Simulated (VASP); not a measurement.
Wanted: the native input for a VASP 6.6.1 run.

| Item | Value |
| --- | --- |
| Task | single point |
| Functional | PBE |
| Potentials or basis | VASP PAW PBE potentials, release 64 (Ga_d, P) |
| Cutoff | 500 eV |
| k mesh | 6 × 6 × 6 |
| Occupations | gaussian, width 0.02 eV |
| Spin | no spin polarisation |
| Dipole correction | no |
| Further INCAR settings | ALGO = Normal; EDIFF = 1e-06; NBANDS = 16 |

The structure of GaP lies in POSCAR:

```
GaP
1.0
    0.0000000000      2.7161658333      2.7252500000
    2.7161658333      0.0000000000      2.7252500000
    2.7161658333      2.7161658333      0.0000000000
Ga P
1 1
Direct
    0.0000000000      0.0000000000      0.0000000000
    0.2500000000      0.2500000000      0.2500000000
```

The input as run:

INCAR

```
SYSTEM = GaP
PREC = Accurate
ENCUT = 500
EDIFF = 1E-6
ISMEAR = 0
SIGMA = 0.02
LREAL = .False.
LASPH = .True.
NELM = 120
ALGO = Normal
ISIF = 2
LWAVE = .False.
LCHARG = .False.
GGA = PE
NBANDS = 16
GGA_COMPAT = .False.
```

KPOINTS

```
Automatic mesh
0
Gamma
  6 6 6
  0 0 0
```

Potentials or basis: VASP PAW PBE potentials, release 64 (Ga_d, P).

Launch:

```sh
$ cat potpaw_PBE.64/Ga_d/POTCAR potpaw_PBE.64/P/POTCAR > POTCAR
$ mpirun -np 1 vasp_std > vasp.out
```

It gave:

```yaml
Pressure: 3.0 GPa
Band_gap_on_the_k_mesh: 1.62 eV, indirect (least direct gap 1.87 eV)
```

It took 42 s on 1 thread of Intel Xeon 8259CL, on a shared host, peak memory 0.16 GiB.
